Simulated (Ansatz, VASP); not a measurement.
**Mo in VASP and in Ansatz**

```
Mo
1.0
    -1.58056    1.58056    1.58056
     1.58056   -1.58056    1.58056
     1.58056    1.58056   -1.58056
Mo
1
Direct
  0.00000 0.00000 0.00000
```

Alike in both runs: functional PBE; k mesh 20 × 20 × 20; occupations fermi-dirac, width 0.1 eV; no spin polarisation.

Ansatz relaxed the structure, and its values are those at the end. VASP's run is a single point on that final structure, the one shown.

|  | VASP | Ansatz |
| --- | --- | --- |
| version | VASP 6.6.1 | Ansatz 0.2.0 |
| potentials or method | VASP PAW PBE potentials, release 64 (Mo_sv) | PAW with Ansatz's default frozen-core files, scalar-relativistic |
| plane-wave cutoff (eV) | 520 | 420 |
| valence electrons in the cell | 14 | 14 |

Ansatz gave:

```
pressure (GPa) : 0.0
```

Estimate VASP's values.

pressure (GPa): 0.5.

With one functional, cell and mesh, what is left measures potentials, basis and numerics.
